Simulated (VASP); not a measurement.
# Te2Mo (P6_3/mmc) in VASP: relaxation of shape and atoms at fixed volume with PBE

Aim: the relaxation of shape and atoms at fixed volume of Te2Mo with PBE.

All numbers are computed with VASP 6.6.1; they aren't measurements. Logs are shortened: lines on timing, memory, paths and dates and some standing lists are left out, and cuts for length are marked.

**1. The cell of the first run**

The structure is hexagonal, space group P6_3/mmc (No. 194). Conventional cell: a = 3.521 Å, b = 3.521 Å, c = 15.051 Å, α = 90.00°, β = 90.00°, γ = 120.00°. Te (site symmetry 3m) has 3 Mo at 2.71 Å and 7 Te at 3.52 to 3.58 Å within 3.6 Å. Mo (site symmetry -6m2) has 6 Te at 2.71 Å and 6 Mo at 3.52 Å within 3.6 Å.

**2. Relaxation of shape and atoms at fixed volume, PBE (26.93 Å³/atom)**

The input, INCAR:

```
PREC = Accurate
ENCUT = 600
EDIFF = 1E-7
ISMEAR = 0
SIGMA = 0.02
LREAL = False
LASPH = True
NELM = 100
ALGO = Normal
ISIF = 4
LWAVE = False
LCHARG = False
GGA = PE
IBRION = 2
NSW = 50
EDIFFG = -0.01
```

The input, KPOINTS:

```
regular mesh
0
Gamma
  12 12 2
```

The input, POSCAR:

```
Te2Mo
1.0
    3.5211340819      0.0000000000      0.0000000000
   -1.7605670409      3.0493915651      0.0000000000
    0.0000000000      0.0000000000     15.0511232571
Te Mo
4 2
Direct
    0.3333333333      0.6666666667      0.6310943400
    0.6666666667      0.3333333333      0.1310943400
    0.3333333333      0.6666666667      0.8689056600
    0.6666666667      0.3333333333      0.3689056600
    0.3333333333      0.6666666667      0.2500000000
    0.6666666667      0.3333333333      0.7500000000
```

Potentials or basis: VASP PAW PBE potentials, release 64 (Te, Mo_sv).

Run with:

```sh
$ cat potpaw_PBE.64/Te/POTCAR potpaw_PBE.64/Mo_sv/POTCAR > POTCAR
$ mpirun -np 1 vasp_std > vasp.out
```

OUTCAR:

```text
PREC = Accurate
   ENCUT = 600
   EDIFF = 1E-7
   ISMEAR = 0
   LREAL = False
   LASPH = True
   NELM = 100
   ISIF = 4
   GGA = PE
   IBRION = 2
   NSW = 50
   EDIFFG = -0.01

 ion  position               nearest neighbor table
   1  0.333  0.667  0.631-   6 2.71   6 2.71   6 2.71   3 3.58
   2  0.667  0.333  0.131-   5 2.71   5 2.71   5 2.71   4 3.58
   3  0.333  0.667  0.869-   6 2.71   6 2.71   6 2.71   1 3.58
   4  0.667  0.333  0.369-   5 2.71   5 2.71   5 2.71   2 3.58
   5  0.333  0.667  0.250-   2 2.71   4 2.71   2 2.71   4 2.71   2 2.71   4 2.71
   6  0.667  0.333  0.750-   1 2.71   3 2.71   1 2.71   3 2.71   1 2.71   3 2.71

  LATTYP: Found a hexagonal cell.
 ALAT       =     3.5211340819
 C/A-ratio  =     4.2745101172

  Lattice vectors:

 A1 = (   3.5211340819,   0.0000000000,   0.0000000000)
 A2 = (  -1.7605670409,   3.0493915651,   0.0000000000)
 A3 = (   0.0000000000,   0.0000000000,  15.0511232571)

Analysis of symmetry for initial positions (statically):
=====================================================================
 Subroutine PRICEL returns:
 Original cell was already a primitive cell.

 Routine SETGRP: Setting up the symmetry group for a
 hexagonal supercell.

 Subroutine GETGRP returns: Found 24 space group operations
 (whereof 12 operations were pure point group operations)
 out of a pool of 24 trial point group operations.

The static configuration has the point symmetry D_3d.
 The point group associated with its full space group is D_6h.

Analysis of symmetry for dynamics (positions and initial velocities):
=====================================================================
 Subroutine PRICEL returns:
 Original cell was already a primitive cell.

 Routine SETGRP: Setting up the symmetry group for a
 hexagonal supercell.

 Subroutine GETGRP returns: Found 24 space group operations
 (whereof 12 operations were pure point group operations)
 out of a pool of 24 trial point group operations.

The dynamic configuration has the point symmetry D_3d.
 The point group associated with its full space group is D_6h.

 Subroutine INISYM returns: Found 24 space group operations
 (whereof 12 operations are pure point group operations),
 and found     1 'primitive' translations

----------------------------------------------------------------------------------------

                                     Primitive cell

  volume of cell :     161.6087

  direct lattice vectors                    reciprocal lattice vectors
     3.521134082  0.000000000  0.000000000     0.283999409  0.163967136  0.000000000
    -1.760567041  3.049391565  0.000000000     0.000000000  0.327934271  0.000000000
     0.000000000  0.000000000 15.051123257     0.000000000  0.000000000  0.066440224

  length of vectors
     3.521134082  3.521134082 15.051123257     0.327934271  0.327934271  0.066440224

  position of ions in fractional coordinates (direct lattice)
     0.333333333  0.666666667  0.631094340
     0.666666667  0.333333333  0.131094340
     0.333333333  0.666666667  0.868905660
     0.666666667  0.333333333  0.368905660
     0.333333333  0.666666667  0.250000000
     0.666666667  0.333333333  0.750000000

  ion indices of the primitive-cell ions
   primitive index   ion index
                 1           1
                 2           2
                 3           3
                 4           4
                 5           5
                 6           6

----------------------------------------------------------------------------------------

 KPOINTS: regular mesh

Automatic generation of k-mesh.
 Grid dimensions read from file:
 generate k-points for:   12   12    2

 Generating k-lattice:

  Cartesian coordinates                     Fractional coordinates (reciprocal lattice)
     0.023666617  0.013663928  0.000000000     0.083333333  0.000000000  0.000000000
     0.000000000  0.027327856  0.000000000     0.000000000  0.083333333  0.000000000
     0.000000000  0.000000000  0.033220112     0.000000000  0.000000000  0.500000000

  Length of vectors
     0.027327856  0.027327856  0.033220112

  Shift w.r.t. Gamma in fractional coordinates (k-lattice)
     0.000000000  0.000000000  0.000000000

 Subroutine IBZKPT returns following result:
 ===========================================

 Found     38 irreducible k-points:

 Following reciprocal coordinates:
            Coordinates               Weight
  0.000000  0.000000  0.000000      1.000000
  0.083333  0.000000  0.000000      6.000000
  0.166667 -0.000000  0.000000      6.000000
  0.250000  0.000000  0.000000      6.000000
  0.333333  0.000000  0.000000      6.000000
  0.416667 -0.000000  0.000000      6.000000
[... 16 lines left out ...]
  0.250000  0.000000  0.500000      6.000000
  0.333333  0.000000  0.500000      6.000000
 [... further k-points ...]
   k-points           NKPTS =     38   k-points in BZ     NKDIM =     38   number of bands    NBANDS=     31
   number of dos      NEDOS =    301   number of ions     NIONS =      6
   total plane-waves  NPLWV =  94080
   dimension x,y,z NGX =    28 NGY =   28 NGZ =  120
   dimension x,y,z NGXF=    56 NGYF=   56 NGZF=  240
   ions per type =               4   2
   NGX,Y,Z   is equivalent  to a cutoff of  13.22, 13.22, 13.25 a.u.
   NGXF,Y,Z  is equivalent  to a cutoff of  26.44, 26.44, 26.51 a.u.
 SYSTEM =  unknown system
   PREC   = accura    normal or accurate (medium, high low for compatibility)
   ISTART =      0    job   : 0-new  1-cont  2-samecut
   ICHARG =      2    charge: 1-file 2-atom 10-const
   ISPIN  =      1    spin polarized calculation?
   LNONCOLLINEAR =      F non collinear calculations
   LSORBIT =      F    spin-orbit coupling
   LASPH  =      T    aspherical Exc in radial PAW
   ENCUT  =  600.0 eV  44.10 Ry    6.64 a.u.   7.03  7.03 30.06*2*pi/ulx,y,z
   NELM   =    100;   NELMIN=  2; NELMDL= -5     # of ELM steps
   EDIFF  = 0.1E-06   stopping-criterion for ELM
   LREAL  =      F    real-space projection
   EDIFFG = -.1E-01   stopping-criterion for IOM
   NSW    =     50    number of steps for IOM
   IBRION =      2    ionic relax: 0-MD 1-quasi-New 2-CG
   NFREE  =      1    steps in history (QN), initial steepest desc. (CG)
   ISIF   =      4    stress and relaxation
   ISYM   =      2    0-nonsym 1-usesym 2-fastsym
   POTIM  = 0.5000    time-step for ionic-motion
   TEBEG  =    0.0;   TEEND  =   0.0 temperature during run
   PSTRESS=    0.0 pullay stress
   NELECT =      52.0000    total number of electrons
   NUPDOWN=      -1.0000    fix difference up-down
   EMIN   =  10.00;   EMAX   =-10.00  energy-range for DOS
   EFERMI =   0.00;   METHOD = LEGACY
   ISMEAR =     0;   SIGMA  =   0.02  broadening in eV -4-tet -1-fermi 0-gaus
   EFERMI_NEDOS =   21; number of points for ismear=-14 and -15
   IALGO  =     38    algorithm
   IMIX   =      4    mixing-type and parameters
     AMIX     =   0.40;   BMIX     =  1.00
     AMIX_MAG =   1.60;   BMIX_MAG =  1.00
  volume/ion in A,a.u.               =      26.93       181.76
  Fermi-wavevector in a.u.,A,eV,Ry     =   1.121815  2.119922 17.122494  1.258468
  Thomas-Fermi vector in A             =   2.258471
   LORBIT       =      0    0 simple, 1 ext, 2 COOP (PROOUT), +10 PAW based schemes
   GGA     = PE    functional components
   LHFCALC =     F    Hartree Fock is set to
   AEXX    =    0.0000 exact exchange contribution
   IVDW    =     0    specifies the selected vdW correction
   LEPSILON=     F    determine dielectric tensor
   LRPA    =     F    only Hartree local field effects (RPA)
 conjugate gradient relaxation of ions
 non-spin polarized calculation
 Gauss-broadening in eV      SIGMA  =   0.02
  energy-cutoff  :      600.00
  volume of cell :      161.61
 maximum number of plane-waves:      5423
   NGX = 15   NGY = 15   NGZ = 61

--------------------------------------- Ionic step        1  -------------------------------------------

 number of electron      52.0000003 magnetization

 Free energy of the ion-electron system (eV)
  ---------------------------------------------------
  ext. energy  EPLUGINS =         0.00000000
  ---------------------------------------------------
  free energy    TOTEN  =       -36.03156704 eV

  energy without entropy =      -36.03156704  energy(sigma->0) =      -36.03156704

------------------------ aborting loop because EDIFF is reached ----------------------------------------

  FORCE on cell =-STRESS in cart. coord.  units (eV):
  Direction    XX          YY          ZZ          XY          YZ          ZX
  --------------------------------------------------------------------------------------
  -------------------------------------------------------------------------------------
  Total        2.5855634      2.5855634      3.3028717      0.0000000     -0.0000000      0.0000000
  in kB       25.6330984     25.6330984     32.7444441      0.0000000     -0.0000000      0.0000000
  external PRESSURE =      28.0035470 kB  Pullay stress =       0.0000000 kB

 VOLUME and BASIS-vectors are now :
 -----------------------------------------------------------------------------
  energy-cutoff  :      600.00
  volume of cell :      161.61
      direct lattice vectors                 reciprocal lattice vectors
     3.521134082  0.000000000  0.000000000     0.283999409  0.163967136  0.000000000
    -1.760567041  3.049391565  0.000000000     0.000000000  0.327934271  0.000000000
     0.000000000  0.000000000 15.051123257     0.000000000  0.000000000  0.066440224
[... 201 lines left out ...]
 POSITION                                       TOTAL-FORCE (eV/Angst)
 -----------------------------------------------------------------------------------
     -0.00000      2.04970      9.29487        -0.000000     -0.000000     -0.014110
      1.77510      1.02485      1.89199        -0.000000     -0.000000     -0.014110
     -0.00000      2.04970     12.91377        -0.000000      0.000000      0.014110
      1.77510      1.02485      5.51089        -0.000000     -0.000000      0.014110
     -0.00000      2.04970      3.70144        -0.000000      0.000000     -0.000000
      1.77510      1.02485     11.10432         0.000000     -0.000000     -0.000000
 -----------------------------------------------------------------------------------
    total drift:                               -0.000000      0.000000     -0.000000

  FREE ENERGIE OF THE ION-ELECTRON SYSTEM (eV)
  ---------------------------------------------------
  free  energy   TOTEN  =       -36.0701631603 eV

  energy  without entropy=      -36.0701631603  energy(sigma->0) =      -36.07016316

--------------------------------------- Ionic step        7  -------------------------------------------

 number of electron      52.0000001 magnetization

 Free energy of the ion-electron system (eV)
  ---------------------------------------------------
  ext. energy  EPLUGINS =         0.00000000
  ---------------------------------------------------
  free energy    TOTEN  =       -36.07017645 eV

  energy without entropy =      -36.07017645  energy(sigma->0) =      -36.07017645

 E-fermi :   7.2933     XC(G=0):  -9.9849

 val. band max:        7.1026107249   @ k =   0.3333   0.3333   0.0000
 cond. band min:       8.0440419814   @ k =   0.2500   0.1667   0.0000
 fundamental gap:      0.9414312565
 Fermi energy:         7.2933410520

 k-point     1 :       0.0000    0.0000    0.0000
  band No.  band energies     occupation
      1     -53.6436      2.00000
      2     -53.6436      2.00000
      3     -27.7924      2.00000
      4     -27.7924      2.00000
      5     -27.6850      2.00000
      6     -27.6850      2.00000
[... 805 lines left out ...]
     30       8.7658      0.00000
     31       9.7986      0.00000

 [... further k-points ...]

------------------------ aborting loop because EDIFF is reached ----------------------------------------

  FORCE on cell =-STRESS in cart. coord.  units (eV):
  Direction    XX          YY          ZZ          XY          YZ          ZX
  --------------------------------------------------------------------------------------
  -------------------------------------------------------------------------------------
  Total        0.2692645      0.2692645      0.2201220      0.0000000     -0.0000000      0.0000000
  in kB        2.6694694      2.6694694      2.1822746      0.0000000     -0.0000000      0.0000000
  external PRESSURE =       2.5070711 kB  Pullay stress =       0.0000000 kB

 VOLUME and BASIS-vectors are now :
 -----------------------------------------------------------------------------
  energy-cutoff  :      600.00
  volume of cell :      161.61
      direct lattice vectors                 reciprocal lattice vectors
     3.549867383  0.000000000  0.000000000     0.281700664  0.162639954  0.000000000
    -1.774933692  3.074275334 -0.000000000    -0.000000000  0.325279909  0.000000000
    -0.000000000 -0.000000000 14.808456038    -0.000000000  0.000000000  0.067528985

 POSITION                                       TOTAL-FORCE (eV/Angst)
 -----------------------------------------------------------------------------------
     -0.00000      2.04952      9.29516         0.000000      0.000000      0.007449
      1.77493      1.02476      1.89093        -0.000000     -0.000000      0.007449
     -0.00000      2.04952     12.91753         0.000000      0.000000     -0.007449
      1.77493      1.02476      5.51330        -0.000000     -0.000000     -0.007449
     -0.00000      2.04952      3.70211        -0.000000     -0.000000      0.000000
      1.77493      1.02476     11.10634         0.000000      0.000000      0.000000
 -----------------------------------------------------------------------------------
    total drift:                               -0.000000      0.000000     -0.000000

  FREE ENERGIE OF THE ION-ELECTRON SYSTEM (eV)
  ---------------------------------------------------
  free  energy   TOTEN  =       -36.0701764480 eV

  energy  without entropy=      -36.0701764480  energy(sigma->0) =      -36.07017645

 reached required accuracy - stopping structural energy minimisation
```

Wall time 14 min (1 thread of Intel Xeon Platinum 8488C (Sapphire Rapids), shared host); peak memory 0.43 GiB.

Results:

```
Free energy                  : -36.0702 eV
Energy gained by relaxing    : 6.4 meV/atom
Ionic steps                  : 7
Pressure after relaxing      : 0.3 GPa
Largest force after relaxing : 0.007 eV/Å
Band gap on the k mesh       : 0.94 eV (least direct gap 1.03 eV)
```

Forces on the atoms (eV/Å):
```
Te   0.000  0.000  0.007
Te   0.000  0.000  0.007
Te   0.000  0.000 -0.007
Te   0.000  0.000 -0.007
Mo   0.000  0.000  0.000
Mo   0.000  0.000  0.000
```

The path:
```
step  energy change (eV)  largest force (eV/Å)  pressure (GPa)  volume (Å³)
   1              0.0000                0.4490            2.80       161.61
   2             -0.0220                0.0841            1.48       161.61
   3             -0.0221                0.0577            1.38       161.61
   4             -0.0305                0.0445            1.06       161.61
   5             -0.0386                0.0130            0.31       161.61
   6             -0.0386                0.0141            0.33       161.61
   7             -0.0386                0.0074            0.25       161.61
```

Final structure:
```yaml
crystal:
  lattice:
    - [3.54987, 0.00000, 0.00000]
    - [-1.77493, 3.07428, 0.00000]
    - [0.00000, 0.00000, 14.80846]
  atoms:
    - { symbol: Te, position: [0.33333, 0.66667, 0.62769] }
    - { symbol: Te, position: [0.66667, 0.33333, 0.12769] }
    - { symbol: Te, position: [0.33333, 0.66667, 0.87231] }
    - { symbol: Te, position: [0.66667, 0.33333, 0.37231] }
    - { symbol: Mo, position: [0.33333, 0.66667, 0.25000] }
    - { symbol: Mo, position: [0.66667, 0.33333, 0.75000] }
```

Caveat: spin-orbit coupling is left out, which moves the levels of the heavy elements; this functional lacks dispersion, which binds layers or chains, so the pressure and a relaxed spacing across them are unreliable. A k mesh can miss the band edges.
